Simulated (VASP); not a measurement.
# Fe (P6_3/mmc) in VASP: notebook, part 2 of 2

VASP 6.6.1. Earlier steps stand in the parts before.

**5. Single point, PBEsol (volume scaled by 1.10, then relaxed in part)**

Contents of INCAR:

```
  ALGO = Normal
  EDIFF = 1E-6
  ENCUT = 520
  GGA = PS
  ISIF = 2
  ISMEAR = 0
  LASPH = True
  LCHARG = True
  LELF = True
  LREAL = False
  LVHAR = True
  LWAVE = False
  NBANDS = 15
  NELM = 80
  PREC = Accurate
  SIGMA = 0.1
```

Contents of KPOINTS:

```
k-points
0
Gamma
  18 18 12
```

Contents of POSCAR:

```
Fe
1.0
    2.5097428837      0.0000000000      0.0000000000
   -1.2548714419      2.1735010943      0.0000000000
    0.0000000000      0.0000000000      3.9580458432
Fe
2
Direct
    0.3333333333      0.6666666667      0.2500000000
    0.6666666667      0.3333333333      0.7500000000
```

Potentials or basis: VASP PAW PBE potentials, release 64 (Fe).

Launch:

```bash
$ cat potpaw_PBE.64/Fe/POTCAR > POTCAR
$ mpirun -np 1 vasp_std > vasp.out
```

OUTCAR:

```text
EDIFF = 1E-6
   ENCUT = 520
   GGA = PS
   ISIF = 2
   ISMEAR = 0
   LASPH = True
   LREAL = False
   NELM = 80
   PREC = Accurate

 ion  position               nearest neighbor table
   1  0.333  0.667  0.250-   2 2.45   2 2.45   2 2.45   2 2.45   2 2.45   2 2.45
   2  0.667  0.333  0.750-   1 2.45   1 2.45   1 2.45   1 2.45   1 2.45   1 2.45

  LATTYP: Found a hexagonal cell.
 ALAT       =     2.5097428837
 C/A-ratio  =     1.5770722447

  Lattice vectors:

 A1 = (   2.5097428837,   0.0000000000,   0.0000000000)
 A2 = (  -1.2548714419,   2.1735010943,   0.0000000000)
 A3 = (   0.0000000000,   0.0000000000,   3.9580458432)

Analysis of symmetry for initial positions (statically):
=====================================================================
 Subroutine PRICEL returns:
 Original cell was already a primitive cell.

 Routine SETGRP: Setting up the symmetry group for a
 hexagonal supercell.

 Subroutine GETGRP returns: Found 24 space group operations
 (whereof 12 operations were pure point group operations)
 out of a pool of 24 trial point group operations.

The static configuration has the point symmetry D_3d.
 The point group associated with its full space group is D_6h.

Analysis of symmetry for dynamics (positions and initial velocities):
=====================================================================
 Subroutine PRICEL returns:
 Original cell was already a primitive cell.

 Routine SETGRP: Setting up the symmetry group for a
 hexagonal supercell.

 Subroutine GETGRP returns: Found 24 space group operations
 (whereof 12 operations were pure point group operations)
 out of a pool of 24 trial point group operations.

The dynamic configuration has the point symmetry D_3d.
 The point group associated with its full space group is D_6h.

 Subroutine INISYM returns: Found 24 space group operations
 (whereof 12 operations are pure point group operations),
 and found     1 'primitive' translations

----------------------------------------------------------------------------------------

                                     Primitive cell

  volume of cell :      21.5909

  direct lattice vectors                    reciprocal lattice vectors
     2.509742884  0.000000000  0.000000000     0.398447190  0.230043592  0.000000000
    -1.254871442  2.173501094  0.000000000     0.000000000  0.460087185  0.000000000
     0.000000000  0.000000000  3.958045843     0.000000000  0.000000000  0.252649929

  length of vectors
     2.509742884  2.509742884  3.958045843     0.460087185  0.460087185  0.252649929

  position of ions in fractional coordinates (direct lattice)
     0.333333333  0.666666667  0.250000000
     0.666666667  0.333333333  0.750000000

  ion indices of the primitive-cell ions
   primitive index   ion index
                 1           1
                 2           2

----------------------------------------------------------------------------------------

 KPOINTS: k-points

Automatic generation of k-mesh.
 Grid dimensions read from file:
 generate k-points for:   18   18   12

 Generating k-lattice:

  Cartesian coordinates                     Fractional coordinates (reciprocal lattice)
     0.022135955  0.012780200  0.000000000     0.055555556 -0.000000000  0.000000000
     0.000000000  0.025560399  0.000000000     0.000000000  0.055555556  0.000000000
     0.000000000  0.000000000  0.021054161     0.000000000  0.000000000  0.083333333

  Length of vectors
     0.025560399  0.025560399  0.021054161

  Shift w.r.t. Gamma in fractional coordinates (k-lattice)
     0.000000000  0.000000000  0.000000000

 Subroutine IBZKPT returns following result:
 ===========================================

 Found    259 irreducible k-points:

 Following reciprocal coordinates:
            Coordinates               Weight
  0.000000  0.000000  0.000000      1.000000
  0.055556  0.000000  0.000000      6.000000
  0.111111  0.000000  0.000000      6.000000
  0.166667  0.000000  0.000000      6.000000
  0.222222  0.000000  0.000000      6.000000
  0.277778 -0.000000  0.000000      6.000000
[... 16 lines left out ...]
  0.333333  0.111111  0.000000     12.000000
  0.388889  0.111111  0.000000     12.000000
 [... further k-points ...]
   k-points           NKPTS =    259   k-points in BZ     NKDIM =    259   number of bands    NBANDS=     15
   number of dos      NEDOS =    301   number of ions     NIONS =      2
   total plane-waves  NPLWV =  12000
   dimension x,y,z NGX =    20 NGY =   20 NGZ =   30
   dimension x,y,z NGXF=    40 NGYF=   40 NGZF=   60
   ions per type =               2
   NGX,Y,Z   is equivalent  to a cutoff of  13.25, 13.25, 12.60 a.u.
   NGXF,Y,Z  is equivalent  to a cutoff of  26.50, 26.50, 25.20 a.u.
 SYSTEM =  unknown system
   PREC   = accura    normal or accurate (medium, high low for compatibility)
   ISTART =      0    job   : 0-new  1-cont  2-samecut
   ICHARG =      2    charge: 1-file 2-atom 10-const
   ISPIN  =      1    spin polarized calculation?
   LNONCOLLINEAR =      F non collinear calculations
   LSORBIT =      F    spin-orbit coupling
   LASPH  =      T    aspherical Exc in radial PAW
   ENCUT  =  520.0 eV  38.22 Ry    6.18 a.u.   4.67  4.67  7.36*2*pi/ulx,y,z
   NELM   =     80;   NELMIN=  2; NELMDL= -5     # of ELM steps
   EDIFF  = 0.1E-05   stopping-criterion for ELM
   LREAL  =      F    real-space projection
   EDIFFG = 0.1E-04   stopping-criterion for IOM
   NSW    =      0    number of steps for IOM
   IBRION =     -1    ionic relax: 0-MD 1-quasi-New 2-CG
   NFREE  =      0    steps in history (QN), initial steepest desc. (CG)
   ISIF   =      2    stress and relaxation
   ISYM   =      2    0-nonsym 1-usesym 2-fastsym
   POTIM  = 0.5000    time-step for ionic-motion
   TEBEG  =    0.0;   TEEND  =   0.0 temperature during run
   PSTRESS=    0.0 pullay stress
   NELECT =      16.0000    total number of electrons
   NUPDOWN=      -1.0000    fix difference up-down
   EMIN   =  10.00;   EMAX   =-10.00  energy-range for DOS
   EFERMI =   0.00;   METHOD = LEGACY
   ISMEAR =     0;   SIGMA  =   0.10  broadening in eV -4-tet -1-fermi 0-gaus
   EFERMI_NEDOS =   21; number of points for ismear=-14 and -15
   IALGO  =     38    algorithm
   IMIX   =      4    mixing-type and parameters
     AMIX     =   0.40;   BMIX     =  1.00
     AMIX_MAG =   1.60;   BMIX_MAG =  1.00
  volume/ion in A,a.u.               =      10.80        72.85
  Fermi-wavevector in a.u.,A,eV,Ry     =   1.481465  2.799564 29.861248  2.194740
  Thomas-Fermi vector in A             =   2.595372
   LORBIT       =      0    0 simple, 1 ext, 2 COOP (PROOUT), +10 PAW based schemes
   GGA     = PS    functional components
   LHFCALC =     F    Hartree Fock is set to
   AEXX    =    0.0000 exact exchange contribution
   IVDW    =     0    specifies the selected vdW correction
   LEPSILON=     F    determine dielectric tensor
   LRPA    =     F    only Hartree local field effects (RPA)
 non-spin polarized calculation
 Gauss-broadening in eV      SIGMA  =   0.10
  energy-cutoff  :      520.00
  volume of cell :       21.59
 maximum number of plane-waves:       591
 NGX is ok and might be reduce to    20
   NGX =  9   NGY =  9   NGZ = 15

 number of electron      16.0000008 magnetization

 Free energy of the ion-electron system (eV)
  ---------------------------------------------------
  ext. energy  EPLUGINS =         0.00000000
  ---------------------------------------------------
  free energy    TOTEN  =       -17.70595363 eV

  energy without entropy =      -17.69116047  energy(sigma->0) =      -17.69855705

 E-fermi :   6.0914     XC(G=0): -13.6173

 val. band max:        6.0854939436   @ k =   0.4444   0.0556   0.5000
 cond. band min:       6.0939098917   @ k =   0.2778  -0.0000   0.0000
 fundamental gap:      0.0084159481
 Fermi energy:         6.0914272966

 k-point     1 :       0.0000    0.0000    0.0000
  band No.  band energies     occupation
      1      -2.5163      2.00000
      2       1.4857      2.00000
      3       4.5801      2.00000
      4       4.5801      2.00000
      5       4.7085      2.00000
      6       5.0098      2.00000
      7       5.0098      2.00000
      8       5.3114      2.00000
      9       5.3114      2.00000
     10       6.6322      0.00000
     11       6.7582      0.00000
     12       6.7582      0.00000
     13      14.3193      0.00000
     14      27.5003      0.00000
[... 401 lines left out ...]
      2       2.2082      2.00000
      3       2.3606      2.00000
      4       3.7698      2.00000
      5       4.2399      2.00000
      6       4.6724      2.00000
      7       5.1102      2.00000
      8       6.7141      0.00000
      9       6.8827      0.00000
     10       7.0272      0.00000
     11       8.4032      0.00000
     12      11.7290      0.00000
     13      16.5917      0.00000
     14      17.3917      0.00000
     15      19.0054      0.00000

 [... further k-points ...]
[... 5 lines left out ...]
  --------------------------------------------------------------------------------------
  -------------------------------------------------------------------------------------
  Total       -3.3560106     -3.3560106     -3.3724956      0.0000000     -0.0000000      0.0000000
  in kB     -249.0370645   -249.0370645   -250.2603566      0.0000000     -0.0000000      0.0000000
  external PRESSURE =    -249.4448285 kB  Pullay stress =       0.0000000 kB

 VOLUME and BASIS-vectors are now :
 -----------------------------------------------------------------------------
  energy-cutoff  :      520.00
  volume of cell :       21.59
      direct lattice vectors                 reciprocal lattice vectors
     2.509742884  0.000000000  0.000000000     0.398447190  0.230043592  0.000000000
    -1.254871442  2.173501094  0.000000000     0.000000000  0.460087185  0.000000000
     0.000000000  0.000000000  3.958045843     0.000000000  0.000000000  0.252649929

 POSITION                                       TOTAL-FORCE (eV/Angst)
 -----------------------------------------------------------------------------------
     -0.00000      1.44900      0.98951         0.000000      0.000000      0.000000
      1.25487      0.72450      2.96853        -0.000000     -0.000000      0.000000
 -----------------------------------------------------------------------------------
    total drift:                               -0.000000      0.000000     -0.000000

  FREE ENERGIE OF THE ION-ELECTRON SYSTEM (eV)
  ---------------------------------------------------
  free  energy   TOTEN  =       -17.7059536271 eV

  energy  without entropy=      -17.6911604657  energy(sigma->0) =      -17.69855705
```

OSZICAR:

```text
N       E                     dE             d eps       ncg     rms          rms(c)
DAV:   1     0.739603497608E+02    0.73960E+02   -0.72234E+03  7866   0.140E+03
DAV:   2    -0.193898145001E+02   -0.93350E+02   -0.83349E+02  7777   0.242E+02
DAV:   3    -0.213932158640E+02   -0.20034E+01   -0.19235E+01  9317   0.514E+01
DAV:   4    -0.214054884315E+02   -0.12273E-01   -0.12270E-01  9254   0.346E+00
DAV:   5    -0.214056434168E+02   -0.15499E-03   -0.15498E-03  9632   0.379E-01    0.175E+01
DAV:   6    -0.180398583879E+02    0.33658E+01   -0.16251E+01  8512   0.840E+01    0.367E+00
DAV:   7    -0.177457965683E+02    0.29406E+00   -0.14193E+00  8862   0.235E+01    0.103E+00
DAV:   8    -0.177206816211E+02    0.25115E-01   -0.82396E-03 11823   0.149E+00    0.550E-01
DAV:   9    -0.177059951492E+02    0.14686E-01   -0.28956E-03 11891   0.712E-01    0.883E-02
DAV:  10    -0.177059855309E+02    0.96183E-05   -0.39032E-04  9827   0.379E-01    0.546E-02
DAV:  11    -0.177059532552E+02    0.32276E-04   -0.30231E-05  9880   0.119E-01    0.179E-03
DAV:  12    -0.177059536271E+02   -0.37197E-06   -0.15574E-06  6798   0.183E-02
   1 F= -.17705954E+02 E0= -.17698557E+02  d E =-.147932E-01
```

stdout:

```text
POSCAR found type information on POSCAR Fe
 POSCAR found :  1 types and       2 ions
 scaLAPACK will be used
 -----------------------------------------------------------------------------
|                                                                             |
|                                                                             |
|     You enforced a specific xc type in the INCAR file but a different       |
|     I HOPE YOU KNOW WHAT YOU ARE DOING!                                     |
|                                                                             |
 -----------------------------------------------------------------------------

 LDA part: xc-table for (Slater+PW92), standard interpolation
 POSCAR, INCAR and KPOINTS ok, starting setup
 FFT: planning ... GRIDC
 FFT: planning ... GRID_SOFT
 FFT: planning ... GRID
 WAVECAR not read
 entering main loop
```

Run time: 30 s. Hardware: 1 thread of Intel Xeon 6975P-C (Granite Rapids), shared host; peak memory 0.18 GiB.

Results:

- Free energy: -17.7060 eV
- Pressure: -24.9 GPa
- Band gap on the k mesh: zero (band 8 reaches 6.93 eV, above the bottom of band 9 at 5.17 eV)

Stress tensor (GPa, compression positive):
```
-24.90   0.00   0.00
  0.00 -24.90   0.00
  0.00   0.00 -25.03
```

Levels at points of the mesh, in eV from the Fermi level:
| k point | band 6 | band 7 | band 8 | band 9 | band 10 | band 11 |
| --- | --- | --- | --- | --- | --- | --- |
| (0.00, 0.00, 0.00) | -1.08 | -1.08 | -0.78 | -0.78 | 0.54 | 0.67 |
| (0.50, 0.00, 0.00) | -1.39 | -0.97 | 0.75 | 0.96 | 1.00 | 2.49 |
| (0.00, 0.00, 0.50) | -1.63 | -1.63 | -1.63 | 0.30 | 0.30 | 0.30 |
| (0.50, 0.00, 0.50) | -0.59 | 0.10 | 0.10 | 0.88 | 0.88 | 2.34 |

Caveat: the PAW data sets were made with another functional, which shifts forces and pressure a little; the run has no spin polarisation, though such a crystal can be magnetic. Spin polarisation is off, so any magnetic state and its effect on volume and gap are missing.

**6. Relaxation of shape and atoms at fixed volume, PBEsol (volume scaled by 1.10)**

Contents of INCAR:

```
  PREC = Accurate
  ENCUT = 600
  EDIFF = 1E-6
  ISMEAR = 0
  SIGMA = 0.1
  LREAL = F
  LASPH = T
  NELM = 80
  ALGO = Normal
  ISIF = 4
  LWAVE = F
  LCHARG = F
  GGA = PS
  IBRION = 2
  NSW = 50
  EDIFFG = -0.01
```

Contents of KPOINTS:

```
Automatic mesh
0
Gamma
  18 18 12
```

Contents of POSCAR:

```
Fe
1.0
    2.5087447430      0.0000000000      0.0000000000
   -1.2543723715      2.1726366790      0.0000000000
    0.0000000000      0.0000000000      3.9611960025
Fe
2
Direct
    0.3333333333      0.6666666667      0.2500000000
    0.6666666667      0.3333333333      0.7500000000
```

Potentials or basis: VASP PAW PBE potentials, release 64 (Fe).

Launch:

```bash
$ cat potpaw_PBE.64/Fe/POTCAR > POTCAR
$ mpirun -np 1 vasp_std > vasp.out
```

It used 80 s of CPU time on 1 thread of AMD EPYC 7R13 Processor (Zen 3), with other jobs on the host.

The run converged. Its results:

```yaml
Free_energy: -17.7052 eV
Energy_gained_by_relaxing: 0.0 meV/atom
Ionic_steps: 2
Pressure_after_relaxing: -25.0 GPa
Band_gap_on_the_k_mesh: zero (band 8 reaches 6.93 eV, above the bottom of band 9 at 5.17 eV)
```

Final structure:
```xyz
2
Lattice="2.5102 0.0000 0.0000 -1.2551 2.1739 0.0000 0.0000 0.0000 3.9566" Properties=species:S:1:pos:R:3 pbc="T T T"
Fe    0.0000    1.4493    0.9891
Fe    1.2551    0.7246    2.9674
```

Levels at points of the mesh, in eV from the Fermi level:
| k point | band 5 | band 6 | band 7 | band 8 | band 9 | band 10 | band 11 | band 12 |
| --- | --- | --- | --- | --- | --- | --- | --- | --- |
| (0.00, 0.00, 0.00) | -1.38 | -1.08 | -1.08 | -0.78 | -0.78 | 0.55 | 0.67 | 0.67 |
| (0.50, 0.00, 0.00) | -1.80 | -1.39 | -0.97 | 0.75 | 0.96 | 1.01 | 2.49 | 4.49 |
| (0.00, 0.00, 0.50) | -1.63 | -1.63 | -1.63 | -1.63 | 0.30 | 0.30 | 0.30 | 0.30 |
| (0.50, 0.00, 0.50) | -0.59 | -0.59 | 0.10 | 0.10 | 0.88 | 0.88 | 2.34 | 2.34 |

Caveat: the PAW data sets were made with another functional, which shifts forces and pressure a little; the run has no spin polarisation, though such a crystal can be magnetic. Spin polarisation is off, so any magnetic state and its effect on volume and gap are missing.

**7. The runs side by side**

```csv
task,cell,cutoff (eV),gap on the mesh (eV),pressure (GPa)
single point,"a = 2.434, b = 2.434, c = 3.842 Å, angles 90.0, 90.0, 120.0°, 2 atoms",520,none,-1.8
single point,"a = 2.454, b = 2.454, c = 3.878 Å, angles 90.0, 90.0, 120.0°, 2 atoms",520,none,-9.3
single point,"a = 2.478, b = 2.478, c = 3.913 Å, angles 90.0, 90.0, 120.0°, 2 atoms",520,none,-16.8
single point,"a = 2.510, b = 2.510, c = 3.958 Å, angles 90.0, 90.0, 120.0°, 2 atoms",520,none,-24.9
relaxation of shape and atoms at fixed volume,"relaxed from a = 2.509, b = 2.509, c = 3.961 Å, angles 90.0, 90.0, 120.0°, 2 atoms",600,none,-25.0
```

Alike in all rows: level PBEsol; potentials or basis VASP PAW PBE potentials, release 64 (Fe); no spin polarisation; k mesh 18 × 18 × 12; smearing gaussian 0.1 eV.

Caveats: the PAW data sets were made with another functional, which shifts forces and pressure a little; the run has no spin polarisation, though such a crystal can be magnetic.

Absolute energies hang on the potentials; compare differences alone.
